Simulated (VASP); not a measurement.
Runs of VASP 6.6.1 on Ni. Symmetry: Fm-3m, No. 225, cubic system. Conventional cell: a = 3.544 Å, b = 3.544 Å, c = 3.544 Å, α = 90.00°, β = 90.00°, γ = 90.00°. Within 3.3 Å of Ni (site symmetry m-3m) lie 12 Ni at 2.51 Å. 

| spin | fixed moment (μB) | pressure (GPa) | moment (μB) |
| --- | --- | --- | --- |
| collinear, ferromagnetic start | 1.44 | -3.1 | 1.44 |
| collinear, ferromagnetic start | 1.2 | (c) | 1.20 |
| collinear, ferromagnetic start | - | -12.9 | (b) |
| collinear, ferromagnetic start | 0.96 | -10.3 | 0.96 |
| collinear, ferromagnetic start | 1.92 | 9.2 | 1.92 |
| collinear, ferromagnetic start | 0.48 | -13.4 | 0.48 |
| collinear, ferromagnetic start | 0.24 | (d) | 0.24 |
| collinear, ferromagnetic start | 0.72 | (a) | 0.72 |
| collinear, ferromagnetic start | 1.68 | 2.2 | 1.68 |
| collinear, zero start | 0.0 | -13.9 | 0.00 |

Alike in all rows: task single point; level PBEsol; potentials or basis VASP PAW PBE potentials, release 64 (Ni); cell as given; k mesh 15 × 15 × 15; cutoff (eV) 520; smearing fermi-dirac 0.1 eV.

Estimate the missing entries.

(a) -12.5; (b) 0.63; (c) -7.2; (d) -13.8.

Caveats: the PAW data sets were made with another functional, which shifts forces and pressure a little; the total moment is fixed, so each spin has its own Fermi level (some runs).
